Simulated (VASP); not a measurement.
Wanted: the native input for a VASP 6.6.1 run.

| Item | Value |
| --- | --- |
| Task | single point |
| Functional | PBEsol |
| Potentials or basis | VASP PAW PBE potentials, release 64 (Pt) |
| Cutoff | 500 eV |
| k mesh | 13 × 13 × 13 |
| Occupations | methfessel-paxton, width 0.15 eV |
| Spin | no spin polarisation |
| Dipole correction | no |
| Further INCAR settings | ALGO = Normal; EDIFF = 1e-06; NBANDS = 11 |

The structure of Pt lies in POSCAR:

```
Pt
1.0
   -1.5842200000      1.5842200000      1.5842200000
    1.5842200000     -1.5842200000      1.5842200000
    1.5842200000      1.5842200000     -1.5842200000
Pt
1
Direct
    0.0000000000      0.0000000000      0.0000000000
```

The input as run:

INCAR

```
SYSTEM = Pt
PREC = Accurate ; ENCUT = 500
EDIFF = 1E-6 ; ISMEAR = 1
SIGMA = 0.15 ; LREAL = .FALSE.
LASPH = .TRUE. ; NELM = 120
ALGO = Normal ; ISIF = 2
LWAVE = .FALSE. ; LCHARG = .FALSE.
GGA = PS ; NBANDS = 11
GGA_COMPAT = .FALSE.
```

KPOINTS

```
Automatic mesh
0
G
  13 13 13
  0 0 0
```

Potentials or basis: VASP PAW PBE potentials, release 64 (Pt).

Launch:

```sh
$ cat potpaw_PBE.64/Pt/POTCAR > POTCAR
$ mpirun -np 1 vasp_std > vasp.out
```

Results of the run:

```json
{
  "Pressure": "-11.5 GPa",
  "Band gap on the k mesh": "zero (band 5 reaches 10.80 eV, above the bottom of band 6 at 8.78 eV)"
}
```

Caveat: the PAW data sets were made with another functional, which shifts forces and pressure a little; spin-orbit coupling is left out, which moves the levels of the heavy elements.

It took 15 s on 1 thread of Intel Xeon 8259CL, with other jobs on the host, peak memory 0.13 GiB.
